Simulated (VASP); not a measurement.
Crystal: SiC.

```
Si C
1.0
     2.58238    0.00000    0.00000
    -1.29119    2.23641    0.00000
     0.00000    0.00000    4.85002
Si C
1 1
Direct
  0.00000 0.00000 0.00000
  0.00000 0.00000 0.50000
```

```yaml
Program: VASP 6.6.1
Task: relaxation of cell and atoms
Functional: PBE
Potentials_or_basis: VASP PAW PBE potentials, release 64 (Si, C)
Cutoff: 600 eV
k_mesh: 6 × 6 × 4
Occupations: gaussian, width 0.1 eV
Spin: no spin polarisation
```

At the start: pressure -23.6 GPa; volume 14.01 Å³/atom.

Task: How do energy, volume and symmetry change on relaxing?

Result: Over 9 steps the energy falls by 681.3 meV/atom and the volume is 10.45 Å³/atom (-25.4 %); space group P6/mmm (No. 191, to 0.05 Å).

The path:
```tsv
step	energy change (eV)	largest force (eV/Å)	pressure (GPa)	volume (Å³)
1	0.0000	0.0000	-23.59	28.01
2	-1.2287	0.0000	-0.66	20.37
3	-1.2456	0.0000	5.30	19.81
4	-1.3253	0.0000	10.83	19.97
5	-1.3391	0.0000	8.37	19.94
6	-1.3567	0.0000	-3.23	21.47
7	-1.3623	0.0000	0.09	20.92
8	-1.3623	0.0000	0.22	20.90
9	-1.3625	0.0000	0.11	20.90
```

Final structure:
```
Si C
1.0
     2.50351    0.00000    0.00000
    -1.25175    2.16810    0.00000
     0.00000    0.00000    3.85101
Si C
1 1
Direct
  0.00000 0.00000 0.00000
  0.00000 0.00000 0.50000
```

Caveat: the k points lie up to 0.48 Å⁻¹ apart in the final cell; the volume moved by over 15 % at a fixed basis, so the end points are rough.
